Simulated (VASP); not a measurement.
# Al2Au (P1) in VASP: a series of runs

Runs on Al2Au. Level: LDA. Tasks: single point.

All numbers are computed with VASP 6.6.1; they aren't measurements. Logs are shortened: lines on timing, memory, paths and dates and some standing lists are left out, and cuts for length are marked.

### Step 1. The cell of the first run

The typed cell holds 3 atoms: a = 4.146 Å, b = 4.197 Å, c = 4.239 Å, α = 59.28°, β = 60.58°, γ = 59.48°.

### Step 2. Single point, LDA

The input, INCAR:

```
PREC = Accurate ; ENCUT = 520
EDIFF = 1E-7 ; ISMEAR = -1
SIGMA = 0.05 ; LREAL = F
LASPH = T ; NELM = 60
ALGO = Normal ; ISIF = 2
LWAVE = F ; LCHARG = F
GGA = CA ; NBANDS = 16
```

The input, KPOINTS:

```
Automatic mesh
0
Gamma
  6 6 6
```

The input, POSCAR:

```
Al2Au
1.0
    0.0237303171      2.9140370193      2.9490983882
    2.9881430959      0.0263259765      2.9465127120
    3.0351544814      2.9584627287     -0.0206854090
Al Au
2 1
Direct
    0.2394500000      0.2171700000      0.2531200000
    0.7706200000      0.7420100000      0.7379300000
    0.9881300000      0.0023400000      0.0322100000
```

Potentials or basis: VASP PAW LDA potentials, release 64 (Al, Au).

The run is started by

```
cat potpaw_LDA.64/Al/POTCAR potpaw_LDA.64/Au/POTCAR > POTCAR
mpirun -np 1 vasp_std > vasp.out
```

OUTCAR:

```text
PREC = Accurate
   ENCUT = 520
   EDIFF = 1E-7
   ISMEAR = -1
   LREAL = F
   LASPH = T
   NELM = 60
   ISIF = 2
   GGA = CA

 ion  position               nearest neighbor table
   1  0.239  0.217  0.253-   3 2.36   3 2.55   3 2.67   3 2.71   2 2.79   2 2.88   2 2.97   2 2.98
                             2 3.03   2 3.12
   2  0.771  0.742  0.738-   3 2.44   3 2.51   3 2.66   3 2.66   1 2.79   1 2.88   1 2.97   1 2.98
                             1 3.03   1 3.12
   3  0.988  0.002  0.032-   1 2.36   2 2.44   2 2.51   1 2.55   2 2.66   2 2.66   1 2.67   1 2.71

  LATTYP: Found a triclinic cell.
 ALAT       =     7.2439869028
 B/A-ratio  =     0.5723374298
 C/A-ratio  =     0.5758980949
 COS(alpha) =     0.0118573689
 COS(beta)  =     0.2888873883
 COS(gamma) =     0.8665805086

  Lattice vectors:

 A1 = (   3.0118734130,   2.9403629958,   5.8956111002)
 A2 = (   0.0237303171,   2.9140370193,   2.9490983882)
 A3 = (  -0.0470113855,  -2.9321367522,   2.9671981210)

Analysis of symmetry for initial positions (statically):
=====================================================================
 Subroutine PRICEL returns:
 Original cell was already a primitive cell.

 Routine SETGRP: Setting up the symmetry group for a
 triclinic supercell.

 Subroutine GETGRP returns: Found  1 space group operations
 (whereof  1 operations were pure point group operations)
 out of a pool of  2 trial point group operations.

The static configuration has the point symmetry C_1 .

Analysis of symmetry for dynamics (positions and initial velocities):
=====================================================================
 Subroutine PRICEL returns:
 Original cell was already a primitive cell.

 Routine SETGRP: Setting up the symmetry group for a
 triclinic supercell.

 Subroutine GETGRP returns: Found  1 space group operations
 (whereof  1 operations were pure point group operations)
 out of a pool of  2 trial point group operations.

The dynamic configuration has the point symmetry C_1 .

 Subroutine INISYM returns: Found  1 space group operations
 (whereof  1 operations are pure point group operations),
 and found     1 'primitive' translations

----------------------------------------------------------------------------------------

                                     Primitive cell

  volume of cell :      51.8691

  direct lattice vectors                    reciprocal lattice vectors
     0.023730317  2.914037019  2.949098388    -0.168070914  0.173608689  0.168894409
     2.988143096  0.026325977  2.946512712     0.169370012 -0.172577784  0.169163175
     3.035154481  2.958462729 -0.020685409     0.164039935  0.168547376 -0.167863512

  length of vectors
     4.146004846  4.196621186  4.238524782     0.294810329  0.295102478  0.288955839

  position of ions in fractional coordinates (direct lattice)
     0.239450000  0.217170000  0.253120000
     0.770620000  0.742010000  0.737930000
     0.988130000  0.002340000  0.032210000

  ion indices of the primitive-cell ions
   primitive index   ion index
                 1           1
                 2           2
                 3           3

----------------------------------------------------------------------------------------

 KPOINTS: Automatic mesh

Automatic generation of k-mesh.
 Grid dimensions read from file:
 generate k-points for:    6    6    6

 Generating k-lattice:

  Cartesian coordinates                     Fractional coordinates (reciprocal lattice)
    -0.028011819  0.028934782  0.028149068     0.166666667 -0.000000000 -0.000000000
     0.028228335 -0.028762964  0.028193863     0.000000000  0.166666667  0.000000000
     0.027339989  0.028091229 -0.027977252    -0.000000000  0.000000000  0.166666667

  Length of vectors
     0.049135055  0.049183746  0.048159307

  Shift w.r.t. Gamma in fractional coordinates (k-lattice)
     0.000000000  0.000000000  0.000000000

 Subroutine IBZKPT returns following result:
 ===========================================

 Found    112 irreducible k-points:

 Following reciprocal coordinates:
            Coordinates               Weight
  0.000000  0.000000  0.000000      1.000000
  0.166667  0.000000 -0.000000      2.000000
  0.333333  0.000000 -0.000000      2.000000
  0.500000  0.000000 -0.000000      1.000000
 -0.000000  0.166667  0.000000      2.000000
  0.166667  0.166667 -0.000000      2.000000
[... 16 lines left out ...]
  0.333333  0.000000  0.166667      2.000000
  0.500000  0.000000  0.166667      2.000000
 [... further k-points ...]
   k-points           NKPTS =    112   k-points in BZ     NKDIM =    112   number of bands    NBANDS=     16
   number of dos      NEDOS =    301   number of ions     NIONS =      3
   total plane-waves  NPLWV =  32768
   dimension x,y,z NGX =    32 NGY =   32 NGZ =   32
   dimension x,y,z NGXF=    64 NGYF=   64 NGZF=   64
   ions per type =               2   1
   NGX,Y,Z   is equivalent  to a cutoff of  12.83, 12.68, 12.55 a.u.
   NGXF,Y,Z  is equivalent  to a cutoff of  25.66, 25.35, 25.10 a.u.
 SYSTEM =  unknown system
   PREC   = accura    normal or accurate (medium, high low for compatibility)
   ISTART =      0    job   : 0-new  1-cont  2-samecut
   ICHARG =      2    charge: 1-file 2-atom 10-const
   ISPIN  =      1    spin polarized calculation?
   LNONCOLLINEAR =      F non collinear calculations
   LSORBIT =      F    spin-orbit coupling
   LASPH  =      T    aspherical Exc in radial PAW
   ENCUT  =  520.0 eV  38.22 Ry    6.18 a.u.   7.71  7.80  7.88*2*pi/ulx,y,z
   NELM   =     60;   NELMIN=  2; NELMDL= -5     # of ELM steps
   EDIFF  = 0.1E-06   stopping-criterion for ELM
   LREAL  =      F    real-space projection
   EDIFFG = 0.1E-05   stopping-criterion for IOM
   NSW    =      0    number of steps for IOM
   IBRION =     -1    ionic relax: 0-MD 1-quasi-New 2-CG
   NFREE  =      0    steps in history (QN), initial steepest desc. (CG)
   ISIF   =      2    stress and relaxation
   ISYM   =      2    0-nonsym 1-usesym 2-fastsym
   POTIM  = 0.5000    time-step for ionic-motion
   TEBEG  =    0.0;   TEEND  =   0.0 temperature during run
   PSTRESS=    0.0 pullay stress
   NELECT =      17.0000    total number of electrons
   NUPDOWN=      -1.0000    fix difference up-down
   EMIN   =  10.00;   EMAX   =-10.00  energy-range for DOS
   EFERMI =   0.00;   METHOD = LEGACY
   ISMEAR =    -1;   SIGMA  =   0.05  broadening in eV -4-tet -1-fermi 0-gaus
   EFERMI_NEDOS =   21; number of points for ismear=-14 and -15
   IALGO  =     38    algorithm
   IMIX   =      4    mixing-type and parameters
     AMIX     =   0.40;   BMIX     =  1.00
     AMIX_MAG =   1.60;   BMIX_MAG =  1.00
  volume/ion in A,a.u.               =      17.29       116.68
  Fermi-wavevector in a.u.,A,eV,Ry     =   1.128725  2.132981 17.334096  1.274020
  Thomas-Fermi vector in A             =   2.265416
   LORBIT       =      0    0 simple, 1 ext, 2 COOP (PROOUT), +10 PAW based schemes
   GGA     = CA    functional components
   LHFCALC =     F    Hartree Fock is set to
   AEXX    =    0.0000 exact exchange contribution
   IVDW    =     0    specifies the selected vdW correction
   LEPSILON=     F    determine dielectric tensor
   LRPA    =     F    only Hartree local field effects (RPA)
 non-spin polarized calculation
  energy-cutoff  :      520.00
  volume of cell :       51.87
 maximum number of plane-waves:      1415
   NGX = 15   NGY = 15   NGZ = 15

 number of electron      17.0000000 magnetization

 Free energy of the ion-electron system (eV)
  ---------------------------------------------------
  ext. energy  EPLUGINS =         0.00000000
  ---------------------------------------------------
  free energy    TOTEN  =       -14.03743956 eV

  energy without entropy =      -14.03020911  energy(sigma->0) =      -14.03382433

 E-fermi :   8.1156     XC(G=0): -10.8858

 val. band max:        8.1144003580   @ k =   0.5000   0.5000   0.5000
 cond. band min:       8.1234961645   @ k =   0.1667   0.3333   0.3333
 fundamental gap:      0.0090958064
 Fermi energy:         8.1155600241

 k-point     1 :       0.0000    0.0000    0.0000
  band No.  band energies     occupation
      1      -2.7877      2.00000
      2       1.0635      2.00000
      3       1.1916      2.00000
      4       1.2725      2.00000
      5       2.1535      2.00000
      6       2.1989      2.00000
[... 8 lines left out ...]
     15      13.9911      0.00000
     16      14.4346      0.00000

 k-point     2 :       0.1667    0.0000   -0.0000
  band No.  band energies     occupation
      1      -2.4245      2.00000
      2       1.1165      2.00000
      3       1.1827      2.00000
      4       1.2782      2.00000
      5       2.1475      2.00000
      6       2.1962      2.00000
[... 8 lines left out ...]
     15      13.9628      0.00000
     16      14.0850      0.00000

 k-point     3 :       0.3333    0.0000   -0.0000
  band No.  band energies     occupation
      1      -1.4831      2.00000
      2       1.0777      2.00000
      3       1.3178      2.00000
      4       1.3441      2.00000
      5       2.1994      2.00000
      6       2.2852      2.00000
[... 8 lines left out ...]
     15      15.6752      0.00000
     16      15.9764      0.00000

 k-point     4 :       0.5000    0.0000   -0.0000
  band No.  band energies     occupation
      1      -0.8334      2.00000
      2       1.2811      2.00000
      3       1.3514      2.00000
      4       1.7020      2.00000
      5       2.2726      2.00000
      6       2.3369      2.00000
[... 8 lines left out ...]
     15      17.2517      0.00000
     16      18.4328      0.00000
[... 324 lines left out ...]
 k-point    22 :       0.1667   -0.0000    0.1667
  band No.  band energies     occupation
      1      -2.2785      2.00000
      2       0.9621      2.00000
      3       1.3055      2.00000
      4       1.3601      2.00000
      5       2.0563      2.00000
      6       2.2419      2.00000
[... 8 lines left out ...]
     15      14.8223      0.00000
     16      15.1835      0.00000

 k-point    23 :       0.3333    0.0000    0.1667
  band No.  band energies     occupation
      1      -1.4718      2.00000
      2       0.8441      2.00000
      3       1.4192      2.00000
      4       1.4638      2.00000
      5       2.0502      2.00000
      6       2.3499      2.00000
[... 8 lines left out ...]
     15      16.7933      0.00000
     16      17.1438      0.00000

 k-point    24 :       0.5000    0.0000    0.1667
  band No.  band energies     occupation
      1      -0.5775      2.00000
      2       1.0126      2.00000
      3       1.4438      2.00000
      4       1.5538      2.00000
      5       2.3021      2.00000
      6       2.5240      2.00000
[... 8 lines left out ...]
     15      17.4937      0.00000
     16      18.6145      0.00000

 [... further k-points ...]
[... 5 lines left out ...]
  --------------------------------------------------------------------------------------
  -------------------------------------------------------------------------------------
  Total        0.8391034      1.8786905      2.1065322      0.7702840      0.5440330      0.7697353
  in kB       25.9189303     58.0305706     65.0683362     23.7931788     16.8045477     23.7762310
  external PRESSURE =      49.6726124 kB  Pullay stress =       0.0000000 kB

 VOLUME and BASIS-vectors are now :
 -----------------------------------------------------------------------------
  energy-cutoff  :      520.00
  volume of cell :       51.87
      direct lattice vectors                 reciprocal lattice vectors
     0.023730317  2.914037019  2.949098388    -0.168070914  0.173608689  0.168894409
     2.988143096  0.026325977  2.946512712     0.169370012 -0.172577784  0.169163175
     3.035154481  2.958462729 -0.020685409     0.164039935  0.168547376 -0.167863512

 POSITION                                       TOTAL-FORCE (eV/Angst)
 -----------------------------------------------------------------------------------
      1.42288      1.45233      1.34082         1.148341      0.833407      0.976770
      4.47525      4.44829      4.44371         0.710647      0.122880     -0.541297
      0.12820      2.97480      2.92032        -1.858989     -0.956288     -0.435474
 -----------------------------------------------------------------------------------
    total drift:                               -0.000234     -0.000210      0.000038

  FREE ENERGIE OF THE ION-ELECTRON SYSTEM (eV)
  ---------------------------------------------------
  free  energy   TOTEN  =       -14.0374395559 eV

  energy  without entropy=      -14.0302091057  energy(sigma->0) =      -14.03382433
```

Run time: 23 s. Hardware: 1 thread of Intel Xeon 6975P-C (Granite Rapids), shared host; peak memory 0.21 GiB.

What came out:

| Quantity | Value |
| --- | --- |
| Free energy | -14.0374 eV |
| Pressure | 5.0 GPa |
| Largest force | 2.135 eV/Å |

Forces in eV/Å, atoms in the order of the input:
```
Al   1.148  0.833  0.977
Al   0.711  0.123 -0.541
Au  -1.859 -0.956 -0.435
```

Caveat: spin-orbit coupling is left out, which moves the levels of the heavy elements; forces of over 1 eV/Å act on the atoms, so gaps and moduli don't describe the material at rest.

### Step 3. Single point, LDA

This run uses another cell than the first one, of 17.46 Å³/atom, 1.010 times its volume.

The input, INCAR:

```
SYSTEM = Al2Au
ALGO = Normal
EDIFF = 1E-7
ENCUT = 520
GGA = CA
ISIF = 2
ISMEAR = -1
LASPH = .True.
LCHARG = .False.
LREAL = .False.
LWAVE = .False.
NBANDS = 16
NELM = 80
PREC = Accurate
SIGMA = 0.05
```

The input, KPOINTS:

```
k-points
0
Gamma
  6 6 6
  0 0 0
```

The input, POSCAR:

```
Al2Au
1.0
    0.0238095508      2.9237667644      2.9589452004
    2.9981202754      0.0264138770      2.9563508909
    3.0452886283      2.9683408078     -0.0207544759
Al Au
2 1
Direct
    0.2394500000      0.2171700000      0.2531200000
    0.7706200000      0.7420100000      0.7379300000
    0.9881300000      0.0023400000      0.0322100000
```

Potentials or basis: VASP PAW LDA potentials, release 64 (Al, Au).

The run is started by

```
cat potpaw_LDA.64/Al/POTCAR potpaw_LDA.64/Au/POTCAR > POTCAR
mpirun -np 1 vasp_std > vasp.out
```

Run time: 23 s. Hardware: 1 thread of Intel Xeon 6975P-C (Granite Rapids), shared host; peak memory 0.22 GiB.

It converged, with:

- Free energy: -14.0515 eV
- Pressure: 3.6 GPa
- Largest force: 2.060 eV/Å

Forces on the atoms (eV/Å):
```
Al   1.107  0.805  0.951
Al   0.685  0.120 -0.529
Au  -1.792 -0.924 -0.422
```

Stress tensor (GPa, compression positive):
```
1.29 2.23 2.28
2.23 4.43 1.61
2.28 1.61 5.11
```

Levels at points of the mesh, in eV from the Fermi level:
| k point | band 6 | band 7 | band 8 | band 9 | band 10 | band 11 | band 12 | band 13 |
| --- | --- | --- | --- | --- | --- | --- | --- | --- |
| (0.00, 0.00, 0.00) | -5.87 | 2.08 | 2.47 | 2.91 | 3.15 | 3.92 | 4.01 | 4.34 |
| (0.50, 0.00, 0.00) | -5.73 | -5.46 | 0.09 | 0.67 | 2.84 | 3.40 | 3.66 | 4.18 |
| (0.00, 0.50, 0.00) | -5.73 | -5.48 | 0.07 | 0.62 | 2.82 | 3.38 | 3.68 | 4.23 |
| (0.50, 0.50, 0.00) | -5.58 | -5.27 | -2.33 | -2.01 | 1.14 | 2.19 | 7.65 | 9.53 |
| (0.00, 0.00, 0.50) | -5.73 | -5.67 | 0.11 | 0.70 | 3.21 | 3.68 | 4.04 | 4.38 |
| (0.50, 0.00, 0.50) | -5.56 | -5.16 | -2.30 | -2.18 | 1.18 | 1.93 | 7.63 | 9.58 |
| (0.00, 0.50, 0.50) | -5.57 | -5.17 | -2.16 | -2.03 | 1.48 | 2.08 | 7.72 | 9.70 |
| (0.50, 0.50, 0.50) | -5.83 | -5.77 | 0.01 | 0.44 | 3.25 | 3.63 | 4.04 | 4.28 |

Caveat: spin-orbit coupling is left out, which moves the levels of the heavy elements; forces of over 1 eV/Å act on the atoms, so gaps and moduli don't describe the material at rest.
